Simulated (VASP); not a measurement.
The system is WC (Qusongite).

```
CELL_PARAMETERS angstrom
2.88699 0.00000 0.00000
-1.44350 2.50021 0.00000
0.00000 0.00000 2.81756
ATOMIC_POSITIONS crystal
W 0.00000 0.00000 0.00000
C 0.66667 0.33333 0.50000
```

Base run:

- Program: VASP 6.6.1
- Functional: r2SCAN
- Potentials or basis: VASP PAW PBE potentials, release 64 (W_sv, C)
- Cutoff: 520 eV
- k mesh: 10 × 10 × 9
- Occupations: fermi-dirac, width 0.05 eV
- Spin: no spin polarisation

Its results: band gap on the k mesh zero (band 9 reaches 11.96 eV, above the bottom of band 10 at 10.71 eV); pressure 12.2 GPa.

Task: After a change of settings the same cell gave: band gap on the k mesh zero (band 9 reaches 12.10 eV, above the bottom of band 10 at 10.88 eV); pressure 18.8 GPa. Which change was it?
A. functional from r2SCAN to PBE; further incar settings from ALGO = Normal; EDIFF = 1e-07; NBANDS = 16 to ALGO = Normal; EDIFF = 1e-06; NBANDS = 16
B. functional from r2SCAN to LDA; potentials or basis from VASP PAW PBE potentials, release 64 (W_sv, C) to VASP PAW LDA potentials, release 64 (W_sv, C)
C. functional from r2SCAN to revPBE
D. potentials or basis from VASP PAW PBE potentials, release 64 (W_sv, C) to VASP PAW PBE potentials, release 64 (W_sv, C_h); cutoff from 520 eV to 910 eV; further incar settings from ALGO = Normal; EDIFF = 1e-07; NBANDS = 16 to ALGO = Normal; EDIFF = 1e-06; NBANDS = 16

Result: C.

Caveats: the PAW data sets were made with another functional, which shifts forces and pressure a little; spin-orbit coupling is left out, which moves the levels of the heavy elements.
